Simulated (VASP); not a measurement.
# TaC2 (P4/mmm) in VASP: single point with PBE

Aim: the single point of TaC2 with PBE.

Everything below comes from runs of VASP 6.6.1. Logs are shortened: lines on timing, memory, paths and dates and some standing lists are left out, and cuts for length are marked.

## 1. The cell of the first run

Symmetry: P4/mmm, No. 123, tetragonal system. The conventional cell has a = 4.239 Å, b = 4.239 Å, c = 2.746 Å, α = 90.00°, β = 90.00°, γ = 90.00°. Within 2.8 Å of Ta (site symmetry 4/mmm) lie 4 C at 2.12 Å and 2 Ta at 2.75 Å. Within 2.8 Å of C (site symmetry mmm) lie 2 Ta at 2.12 Å and 2 C at 2.75 Å.

## 2. Single point, PBE

File POSCAR:

```
TaC2
1.0
    4.2388193130      0.0000000000      0.0000000000
    0.0000000000      4.2388193130      0.0000000000
    0.0000000000      0.0000000000      2.7457012372
Ta C
1 2
Direct
    0.0000000000      0.0000000000      0.5000000000
    0.0000000000      0.5000000000      0.5000000000
    0.5000000000      0.0000000000      0.5000000000
```

File INCAR.step1:

```
  PREC = Accurate
  ENCUT = 520
  EDIFF = 1E-6
  ISMEAR = 0
  SIGMA = 0.1
  LREAL = False
  LASPH = True
  NELM = 120
  ALGO = Normal
  ISIF = 2
  LWAVE = False
  LCHARG = True
  LMAXMIX = 4
  GGA = PE
  NBANDS = 18
  GGA_COMPAT = False
  NEDOS = 2001
  LORBIT = 11
```

File KPOINTS.step1:

```
Automatic mesh
0
Gamma
  12 12 16
```

File INCAR.step2:

```
  PREC = Accurate
  ENCUT = 520
  EDIFF = 1E-6
  ISMEAR = -5
  SIGMA = 0.1
  LREAL = False
  LASPH = True
  NELM = 120
  ALGO = Normal
  ISIF = 2
  LWAVE = False
  LCHARG = False
  LMAXMIX = 4
  GGA = PE
  LORBIT = 10
  NBANDS = 18
  NEDOS = 1001
  ICHARG = 11
  GGA_COMPAT = False
```

File KPOINTS.step2:

```
Automatic mesh
0
Gamma
  18 18 24
```

Potentials or basis: VASP PAW PBE potentials, release 64 (Ta_sv_GW, C).

On the command line:

```console
> cat potpaw_PBE.64/Ta_sv_GW/POTCAR potpaw_PBE.64/C/POTCAR > POTCAR
> cp INCAR.step1 INCAR
> cp KPOINTS.step1 KPOINTS
> mpirun -np 1 vasp_std > vasp.out
> cp INCAR.step2 INCAR
> cp KPOINTS.step2 KPOINTS
> mpirun -np 1 vasp_std > vasp.out
```

OUTCAR:

```text
PREC = Accurate
   ENCUT = 520
   EDIFF = 1E-6
   ISMEAR = -5
   LREAL = False
   LASPH = True
   NELM = 120
   ISIF = 2
   GGA = PE
   LORBIT = 10
   ICHARG = 11

 ion  position               nearest neighbor table
   1  0.000  0.000  0.500-   2 2.12   3 2.12   2 2.12   3 2.12
   2  0.000  0.500  0.500-   1 2.12   1 2.12
   3  0.500  0.000  0.500-   1 2.12   1 2.12

  LATTYP: Found a simple tetragonal cell.
 ALAT       =     4.2388193130
 C/A-ratio  =     0.6477514219

  Lattice vectors:

 A1 = (   4.2388193130,   0.0000000000,   0.0000000000)
 A2 = (   0.0000000000,   4.2388193130,   0.0000000000)
 A3 = (   0.0000000000,   0.0000000000,   2.7457012372)

Analysis of symmetry for initial positions (statically):
=====================================================================
 Subroutine PRICEL returns:
 Original cell was already a primitive cell.

 Routine SETGRP: Setting up the symmetry group for a
 simple tetragonal supercell.

 Subroutine GETGRP returns: Found 16 space group operations
 (whereof 16 operations were pure point group operations)
 out of a pool of 16 trial point group operations.

The static configuration has the point symmetry D_4h.

Analysis of symmetry for dynamics (positions and initial velocities):
=====================================================================
 Subroutine PRICEL returns:
 Original cell was already a primitive cell.

 Routine SETGRP: Setting up the symmetry group for a
 simple tetragonal supercell.

 Subroutine GETGRP returns: Found 16 space group operations
 (whereof 16 operations were pure point group operations)
 out of a pool of 16 trial point group operations.

The dynamic configuration has the point symmetry D_4h.

 Subroutine INISYM returns: Found 16 space group operations
 (whereof 16 operations are pure point group operations),
 and found     1 'primitive' translations

----------------------------------------------------------------------------------------

                                     Primitive cell

  volume of cell :      49.3336

  direct lattice vectors                    reciprocal lattice vectors
     4.238819313  0.000000000  0.000000000     0.235914750  0.000000000  0.000000000
     0.000000000  4.238819313  0.000000000     0.000000000  0.235914750  0.000000000
     0.000000000  0.000000000  2.745701237     0.000000000  0.000000000  0.364205685

  length of vectors
     4.238819313  4.238819313  2.745701237     0.235914750  0.235914750  0.364205685

  position of ions in fractional coordinates (direct lattice)
     0.000000000  0.000000000  0.500000000
     0.000000000  0.500000000  0.500000000
     0.500000000  0.000000000  0.500000000

  ion indices of the primitive-cell ions
   primitive index   ion index
                 1           1
                 2           2
                 3           3

----------------------------------------------------------------------------------------

 KPOINTS: Automatic mesh

Automatic generation of k-mesh.
 Grid dimensions read from file:
 generate k-points for:   18   18   24

 Generating k-lattice:

  Cartesian coordinates                     Fractional coordinates (reciprocal lattice)
     0.013106375  0.000000000  0.000000000     0.055555556  0.000000000  0.000000000
     0.000000000  0.013106375  0.000000000     0.000000000  0.055555556  0.000000000
     0.000000000  0.000000000  0.015175237     0.000000000  0.000000000  0.041666667

  Length of vectors
     0.013106375  0.013106375  0.015175237

  Shift w.r.t. Gamma in fractional coordinates (k-lattice)
     0.000000000  0.000000000  0.000000000

 TETIRR: Found  11664 inequivalent tetrahedra from    46656

 Subroutine IBZKPT returns following result:
 ===========================================

 Found    715 irreducible k-points:

 Following reciprocal coordinates:
            Coordinates               Weight
  0.000000  0.000000  0.000000      1.000000
  0.055556  0.000000  0.000000      4.000000
  0.111111  0.000000  0.000000      4.000000
  0.166667  0.000000  0.000000      4.000000
  0.222222  0.000000  0.000000      4.000000
  0.277778  0.000000  0.000000      4.000000
[... 16 lines left out ...]
  0.277778  0.111111  0.000000      8.000000
  0.333333  0.111111  0.000000      8.000000
 [... further k-points ...]
   k-points           NKPTS =    715   k-points in BZ     NKDIM =    715   number of bands    NBANDS=     18
   number of dos      NEDOS =   1001   number of ions     NIONS =      3
   total plane-waves  NPLWV =  20480
   dimension x,y,z NGX =    32 NGY =   32 NGZ =   20
   dimension x,y,z NGXF=    64 NGYF=   64 NGZF=   40
   ions per type =               1   2
   NGX,Y,Z   is equivalent  to a cutoff of  12.55, 12.55, 12.11 a.u.
   NGXF,Y,Z  is equivalent  to a cutoff of  25.10, 25.10, 24.22 a.u.
 SYSTEM =  unknown system
   PREC   = accura    normal or accurate (medium, high low for compatibility)
   ISTART =      0    job   : 0-new  1-cont  2-samecut
   ICHARG =     11    charge: 1-file 2-atom 10-const
   ISPIN  =      1    spin polarized calculation?
   LNONCOLLINEAR =      F non collinear calculations
   LSORBIT =      F    spin-orbit coupling
   LASPH  =      T    aspherical Exc in radial PAW
   ENCUT  =  520.0 eV  38.22 Ry    6.18 a.u.   7.88  7.88  5.11*2*pi/ulx,y,z
   NELM   =    120;   NELMIN=  2; NELMDL=  0     # of ELM steps
   EDIFF  = 0.1E-05   stopping-criterion for ELM
   LREAL  =      F    real-space projection
   EDIFFG = 0.1E-04   stopping-criterion for IOM
   NSW    =      0    number of steps for IOM
   IBRION =     -1    ionic relax: 0-MD 1-quasi-New 2-CG
   NFREE  =      0    steps in history (QN), initial steepest desc. (CG)
   ISIF   =      2    stress and relaxation
   ISYM   =      2    0-nonsym 1-usesym 2-fastsym
   POTIM  = 0.5000    time-step for ionic-motion
   TEBEG  =    0.0;   TEEND  =   0.0 temperature during run
   PSTRESS=    0.0 pullay stress
   NELECT =      21.0000    total number of electrons
   NUPDOWN=      -1.0000    fix difference up-down
   EMIN   =  10.00;   EMAX   =-10.00  energy-range for DOS
   EFERMI =   0.00;   METHOD = LEGACY
   ISMEAR =    -5;   SIGMA  =   0.10  broadening in eV -4-tet -1-fermi 0-gaus
   EFERMI_NEDOS =   21; number of points for ismear=-14 and -15
   IALGO  =     38    algorithm
   IMIX   =      4    mixing-type and parameters
     AMIX     =   0.40;   BMIX     =  1.00
     AMIX_MAG =   1.60;   BMIX_MAG =  1.00
  volume/ion in A,a.u.               =      16.44       110.97
  Fermi-wavevector in a.u.,A,eV,Ry     =   1.231498  2.327193 20.634410  1.516586
  Thomas-Fermi vector in A             =   2.366305
   LORBIT       =     10    0 simple, 1 ext, 2 COOP (PROOUT), +10 PAW based schemes
   GGA     = PE    functional components
   LHFCALC =     F    Hartree Fock is set to
   AEXX    =    0.0000 exact exchange contribution
   IVDW    =     0    specifies the selected vdW correction
   LEPSILON=     F    determine dielectric tensor
   LRPA    =     F    only Hartree local field effects (RPA)
 non-spin polarized calculation
 Fermi weights with tetrahedron method with Bloechl corrections
  energy-cutoff  :      520.00
  volume of cell :       49.33
 maximum number of plane-waves:      1354
 NGX is ok and might be reduce to    32

 number of electron      21.0000001 magnetization

 Free energy of the ion-electron system (eV)
  ---------------------------------------------------
  ext. energy  EPLUGINS =         0.00000000
  ---------------------------------------------------
  free energy    TOTEN  =       -25.89564518 eV

  energy without entropy =      -25.89564518  energy(sigma->0) =      -25.89564518

 E-fermi :   3.6725     XC(G=0): -10.1264

 val. band max:        3.7166848053   @ k =   0.3333   0.1111   0.4583
 cond. band min:       3.6198487136   @ k =   0.0556   0.0556   0.5000
 fundamental gap:     -0.0968360916
 Fermi energy:         3.6724954885

 k-point     1 :       0.0000    0.0000    0.0000
  band No.  band energies     occupation
      1     -63.5486      2.00000
      2     -30.0541      2.00000
      3     -30.0541      2.00000
      4     -29.6008      2.00000
      5      -7.5918      2.00000
      6      -5.9669      2.00000
[... 10 lines left out ...]
     17      10.4157      0.00000
     18      11.5743      0.00000

 k-point     2 :       0.0556    0.0000    0.0000
  band No.  band energies     occupation
      1     -63.5486      2.00000
      2     -30.0546      2.00000
      3     -30.0541      2.00000
      4     -29.6008      2.00000
      5      -7.5685      2.00000
      6      -5.9586      2.00000
[... 10 lines left out ...]
     17      10.5222      0.00000
     18      11.6403      0.00000

 k-point     3 :       0.1111    0.0000    0.0000
  band No.  band energies     occupation
      1     -63.5486      2.00000
      2     -30.0561      2.00000
      3     -30.0540      2.00000
      4     -29.6008      2.00000
      5      -7.5009      2.00000
      6      -5.9332      2.00000
[... 10 lines left out ...]
     17      10.7726      0.00000
     18      11.8355      0.00000

 k-point     4 :       0.1667    0.0000    0.0000
  band No.  band energies     occupation
      1     -63.5486      2.00000
      2     -30.0583      2.00000
      3     -30.0538      2.00000
      4     -29.6006      2.00000
      5      -7.3957      2.00000
      6      -5.8892      2.00000
[... 375 lines left out ...]
      4     -29.6004      2.00000
      5      -7.1579      2.00000
      6      -5.7985      2.00000
[... 10 lines left out ...]
     17      11.8546      0.00000
     18      12.7039      0.00000

 k-point    23 :       0.2778    0.1111    0.0000
  band No.  band energies     occupation
      1     -63.5486      2.00000
      2     -30.0636      2.00000
      3     -30.0551      2.00000
      4     -29.6002      2.00000
      5      -7.0101      2.00000
      6      -5.7145      2.00000
[... 10 lines left out ...]
     17      12.0330      0.00000
     18      13.0475      0.00000

 k-point    24 :       0.3333    0.1111    0.0000
  band No.  band energies     occupation
      1     -63.5486      2.00000
      2     -30.0663      2.00000
      3     -30.0548      2.00000
      4     -29.5999      2.00000
      5      -6.8729      2.00000
      6      -5.6099      2.00000
[... 10 lines left out ...]
     17      12.1382      0.00000
     18      13.3347      0.00000

 [... further k-points ...]
[... 5 lines left out ...]
  --------------------------------------------------------------------------------------
  -------------------------------------------------------------------------------------
  Total       -0.0232477     -0.0232477     -0.1709267      0.0000000      0.0000000      0.0000000
  in kB       -0.7550020     -0.7550020     -5.5510805      0.0000000      0.0000000      0.0000000
  external PRESSURE =      -2.3536948 kB  Pullay stress =       0.0000000 kB

 VOLUME and BASIS-vectors are now :
 -----------------------------------------------------------------------------
  energy-cutoff  :      520.00
  volume of cell :       49.33
      direct lattice vectors                 reciprocal lattice vectors
     4.238819313  0.000000000  0.000000000     0.235914750  0.000000000  0.000000000
     0.000000000  4.238819313  0.000000000     0.000000000  0.235914750  0.000000000
     0.000000000  0.000000000  2.745701237     0.000000000  0.000000000  0.364205685

 POSITION                                       TOTAL-FORCE (eV/Angst)
 -----------------------------------------------------------------------------------
      0.00000      0.00000      1.37285         0.000000      0.000000      0.000000
      0.00000      2.11941      1.37285         0.000000      0.000000      0.000000
      2.11941      0.00000      1.37285         0.000000      0.000000      0.000000
 -----------------------------------------------------------------------------------
    total drift:                               -0.000000     -0.000000     -0.000000

  FREE ENERGIE OF THE ION-ELECTRON SYSTEM (eV)
  ---------------------------------------------------
  free  energy   TOTEN  =       -25.8956451798 eV

  energy  without entropy=      -25.8956451798  energy(sigma->0) =      -25.89564518

 total charge

# of ion       s       p       d       f       tot
--------------------------------------------------
    1        3.601   6.059   2.332   0.061  12.053
    2        0.986   1.208   0.000   0.000   2.194
    3        0.986   1.208   0.000   0.000   2.194
--------------------------------------------------
tot          5.574   8.474   2.332   0.061  16.441
```

Wall time 3.9 min (1 thread of Intel Xeon Platinum 8559C (Emerald Rapids), shared host); peak memory 0.71 GiB.

What came out:

```
Valence electrons inside the program's atomic spheres : Ta 12.05; C 2.19
```

Caveat: spin-orbit coupling is left out, which moves the levels of the heavy elements; an odd number of electrons without spin polarisation forces a metal; a magnetic or distorted state may lie lower.
